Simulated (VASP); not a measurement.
Runs of VASP 6.6.1 on SrO. The structure is that of space group Fm-3m (No. 225), or close to it. The cells are those of the table. 

```csv
task,level,spin,cell,k mesh,grid for exact exchange (PRECFOCK),share of exact exchange,screening parameter,gap on the mesh (eV),pressure (GPa)
single point,HSE06,off,"a = 3.794 Å, angles 60.0°, 2 atoms",6 × 6 × 6,Normal,0.25,0.2079 1/Å,4.54,(a)
dielectric tensor,r2SCAN,off,"a = 3.794 Å, angles 60.0°, 2 atoms",8 × 8 × 8,-,-,-,3.77,-
single point,r2SCAN,"non-collinear, zero start, SOC","a = 3.685 Å, angles 60.0°, 2 atoms",8 × 8 × 8,-,-,-,-,-2.2
single point,HSE06,off,"a = 3.576 Å, angles 60.0°, 2 atoms",6 × 6 × 6,Normal,0.25,0.2079 1/Å,(b),6.7
single point,HSE06,off,"a = 3.539 Å, angles 60.0°, 2 atoms",6 × 6 × 6,Normal,0.25,0.2079 1/Å,4.70,10.7
```

Alike in all rows: potentials or basis VASP PAW PBE potentials, release 64 (Sr_sv, O); cutoff (eV) 520; smearing gaussian 0.01 eV.

Task: Estimate the missing entries.

Result: (a) -8.3; (b) 4.72.

Caveats: the PAW data sets were made with another functional, which shifts forces and pressure a little; the cell stands under pressure (at least some runs); the cell stands under tension (at least some runs).

A k mesh can miss the band edges, and rows without SOC leave out spin-orbit coupling on Sr.
